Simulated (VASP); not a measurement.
Here is a VASP 6.6.1 calculation.

File INCAR:

```
SYSTEM = MnInCu
PREC = Accurate
ENCUT = 520
EDIFF = 1E-6
ISMEAR = 0
SIGMA = 0.1
LREAL = .FALSE.
LASPH = .TRUE.
NELM = 150
ALGO = Normal
ISIF = 2
LWAVE = .FALSE.
LCHARG = .FALSE.
ISPIN = 2
MAGMOM = 4 0 0
LORBIT = 11
LMAXMIX = 4
GGA = PE
NBANDS = 30
```

KPOINTS

```
regular mesh
0
G
  6 6 4
  0 0 0
```

The input POSCAR:

```
MnInCu
1.0
    3.5145104500      0.0000000000      0.0000000000
    0.0000000000      3.5145104500      0.0000000000
    0.0000000000      0.0000000000      4.3163849500
Mn In Cu
1 1 1
Direct
    0.5000000000      0.5000000000      0.5000000000
    0.0000000000      0.0000000000      0.0000000000
    0.5000000000      0.5000000000      0.0000000000
```

Potentials or basis: VASP PAW PBE potentials, release 64 (Mn_pv, In_d, Cu).

The run is started by

```bash
$ cat potpaw_PBE.64/Mn_pv/POTCAR potpaw_PBE.64/In_d/POTCAR potpaw_PBE.64/Cu/POTCAR > POTCAR
$ mpirun -np 1 vasp_std > vasp.out
```

Q: Predict the pressure.

A: 19.4 GPa.

Q: What does it give for the net moment?

A: 4.03 μB per cell.

Stress tensor (GPa, compression positive):
```
11.58  0.00  0.00
 0.00 11.58  0.00
 0.00  0.00 35.11
```

Caveat: the k points lie up to 0.36 Å⁻¹ apart.
